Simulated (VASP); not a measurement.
# In (Im-3m) in VASP: a series of runs, part 3 of 3

VASP 6.6.1. The steps go on from the part before.

**6. Single point, PBE**

This run uses another cell than the first one, of 27.84 Å³/atom, 1.429 times its volume.

The input, INCAR:

```
PREC     = Accurate       # precision mode
ENCUT    = 520            # plane-wave cutoff, eV
EDIFF    = 1E-6           # SCF threshold, eV
ISMEAR   = -1             # smearing method
SIGMA    = 0.1            # smearing width, eV
LREAL    = F              # projectors in reciprocal space
LASPH    = T              # aspherical terms in the spheres
NELM     = 80             # most SCF steps
ALGO     = Normal         # electronic algorithm
ISIF     = 2              # what is computed and relaxed
LWAVE    = F              # write WAVECAR
LCHARG   = T              # write CHGCAR
GGA      = PE             # functional
LELF     = T              # ELF
LVHAR    = T            
NBANDS   = 12             # bands
```

The input, KPOINTS:

```
regular mesh
0
Gamma
  16 16 16
```

The input, POSCAR:

```
In
1.0
   -1.9093806283      1.9093806283      1.9093806283
    1.9093806283     -1.9093806283      1.9093806283
    1.9093806283      1.9093806283     -1.9093806283
In
1
Direct
    0.0000000000      0.0000000000      0.0000000000
```

Potentials or basis: VASP PAW PBE potentials, release 64 (In_d).

Command:

```
> cat potpaw_PBE.64/In_d/POTCAR > POTCAR
> mpirun -np 1 vasp_std > vasp.out
```

OUTCAR:

```text
PREC = Accurate
   ENCUT = 520
   EDIFF = 1E-6
   ISMEAR = -1
   LREAL = F
   LASPH = T
   NELM = 80
   ISIF = 2
   GGA = PE

 ion  position               nearest neighbor table
   1  0.000  0.000  0.000-

  LATTYP: Found a body centered cubic cell.
 ALAT       =     3.8187612566

  Lattice vectors:

 A1 = (  -1.9093806283,   1.9093806283,   1.9093806283)
 A2 = (   1.9093806283,  -1.9093806283,   1.9093806283)
 A3 = (   1.9093806283,   1.9093806283,  -1.9093806283)

[... 537 lines left out ...]
     12      21.8365      0.00000

 [... further k-points ...]

------------------------ aborting loop because EDIFF is reached ----------------------------------------

  FORCE on cell =-STRESS in cart. coord.  units (eV):
  Direction    XX          YY          ZZ          XY          YZ          ZX
  --------------------------------------------------------------------------------------
  -------------------------------------------------------------------------------------
  Total       -0.0062243     -0.0062243     -0.0062243      0.0000000     -0.0000000      0.0000000
  in kB       -0.3581482     -0.3581482     -0.3581482      0.0000000     -0.0000000      0.0000000
  external PRESSURE =      -0.3581482 kB  Pullay stress =       0.0000000 kB

 VOLUME and BASIS-vectors are now :
 -----------------------------------------------------------------------------
  energy-cutoff  :      520.00
  volume of cell :       27.84
      direct lattice vectors                 reciprocal lattice vectors
    -1.909380628  1.909380628  1.909380628     0.000000000  0.261865022  0.261865022
     1.909380628 -1.909380628  1.909380628     0.261865022  0.000000000  0.261865022
     1.909380628  1.909380628 -1.909380628     0.261865022  0.261865022  0.000000000

 POSITION                                       TOTAL-FORCE (eV/Angst)
 -----------------------------------------------------------------------------------
      0.00000      0.00000      0.00000        -0.000000      0.000000     -0.000000
 -----------------------------------------------------------------------------------
    total drift:                               -0.000000     -0.000000     -0.000000

  FREE ENERGIE OF THE ION-ELECTRON SYSTEM (eV)
  ---------------------------------------------------
  free  energy   TOTEN  =        -2.5563619508 eV

  energy  without entropy=       -2.5393747827  energy(sigma->0) =       -2.54786837
```

OSZICAR:

```text
N       E                     dE             d eps       ncg     rms          rms(c)
DAV:   1     0.778365302176E+02    0.77837E+02   -0.62219E+03  3556   0.133E+03
DAV:   2     0.138296226288E+01   -0.76454E+02   -0.74472E+02  3620   0.290E+02
DAV:   3    -0.248650455263E+01   -0.38695E+01   -0.38583E+01  4228   0.646E+01
DAV:   4    -0.257584475216E+01   -0.89340E-01   -0.89317E-01  4248   0.100E+01
DAV:   5    -0.258000377622E+01   -0.41590E-02   -0.41589E-02  4884   0.191E+00    0.200E+00
DAV:   6    -0.256038015751E+01    0.19624E-01   -0.31769E-02  4252   0.352E+00    0.991E-01
DAV:   7    -0.255658051854E+01    0.37996E-02   -0.10042E-02  4416   0.181E+00    0.227E-01
DAV:   8    -0.255635417085E+01    0.22635E-03   -0.75347E-04  4480   0.453E-01    0.302E-02
DAV:   9    -0.255636117203E+01   -0.70012E-05   -0.13249E-05  4936   0.460E-02    0.140E-02
DAV:  10    -0.255636195075E+01   -0.77872E-06   -0.12037E-06  3884   0.107E-02
   1 F= -.25563620E+01 E0= -.25478684E+01  d E =-.169872E-01
```

stdout:

```text
POSCAR found type information on POSCAR In
 POSCAR found :  1 types and       1 ions
 scaLAPACK will be used
 LDA part: xc-table for (Slater+PW92), standard interpolation
 POSCAR, INCAR and KPOINTS ok, starting setup
 FFT: planning ... GRIDC
 FFT: planning ... GRID_SOFT
 FFT: planning ... GRID
 WAVECAR not read
 entering main loop
```

It took 73 s on 1 thread of Intel Xeon 8259CL, shared host; peak memory 0.19 GiB.

What came out:

| Quantity | Value |
| --- | --- |
| Free energy | -2.5564 eV |
| Pressure | 0.0 GPa |

Levels at points of the mesh, in eV from the Fermi level:
```
           k point  band 2  band 3  band 4  band 5  band 6  band 7  band 8  band 9  band 10  band 11
(0.00, 0.00, 0.00)  -14.63  -14.63  -14.39  -14.39   -9.13   10.44   10.44   10.44    12.80    12.80
(0.50, 0.00, 0.00)  -14.65  -14.40  -14.39  -14.24   -3.93   -2.94    5.63    7.09     9.70     9.77
(0.50, 0.50, 0.50)  -14.71  -14.28  -14.28  -14.28    0.59    1.26    1.26    1.26     5.16     5.16
```

Caveat: spin-orbit coupling is left out, which moves the levels of the heavy elements.

**7. Overview**

```tsv
cell	gap on the mesh (eV)	pressure (GPa)
a = 2.936 Å, angles 109.5°, 1 atom	none	30.7
a = 3.070 Å, angles 109.5°, 1 atom	none	13.5
a = 3.193 Å, angles 109.5°, 1 atom	none	4.7
a = 3.307 Å, angles 109.5°, 1 atom	none	0.0
```

Alike in all rows: task single point; level PBE; potentials or basis VASP PAW PBE potentials, release 64 (In_d); no spin polarisation; k mesh 16 × 16 × 16; cutoff (eV) 520; smearing fermi-dirac 0.1 eV.

Caveats: spin-orbit coupling is left out, which moves the levels of the heavy elements.

Absolute energies hang on the potentials; compare differences alone.
